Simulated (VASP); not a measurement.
Runs of VASP 6.6.1 on In3Sb. The structure is that of space group Pm-3m (No. 221), or close to it. The cells are those of the table. 

| task | cell | cutoff (eV) | gap on the mesh (eV) | pressure (GPa) |
| --- | --- | --- | --- | --- |
| relaxation of cell and atoms | relaxed to 10 GPa from a = 4.840 Å, 4 atoms | 600 | none | 9.9 |
| relaxation of cell and atoms | relaxed to 20 GPa from a = 4.840 Å, 4 atoms | 600 | none | 20.0 |
| relaxation of cell and atoms | relaxed from a = 4.840 Å, 4 atoms | 600 | none | 0.1 |
| single point | a = 4.757 Å, 4 atoms | 520 | none | 0.0 |
| relaxation of cell and atoms | relaxed to 5 GPa from a = 4.840 Å, 4 atoms | 600 | none | 5.0 |
| single point | a = 4.501 Å, 4 atoms | 520 | none | 10.0 |
| single point | a = 4.356 Å, 4 atoms | 520 | none | (a) |
| single point | a = 4.594 Å, 4 atoms | 520 | none | 5.0 |

Alike in all rows: level PBEsol; potentials or basis VASP PAW PBE potentials, release 64 (Sb, In_d); no spin polarisation; k mesh 5 × 5 × 5; smearing fermi-dirac 0.01 eV.

Task: Fill in the values left out.

Result: (a) 20.1.

Caveats: the PAW data sets were made with another functional, which shifts forces and pressure a little; spin-orbit coupling is left out, which moves the levels of the heavy elements; the cell is relaxed towards a set pressure, so the run minimises the enthalpy, not the energy (at least some runs); the cell stands under pressure (at least some runs).

A k mesh can miss the band edges, and the runs leave out spin-orbit coupling on In, Sb.

A gap of «none» marks levels without a gap at the run's occupations.
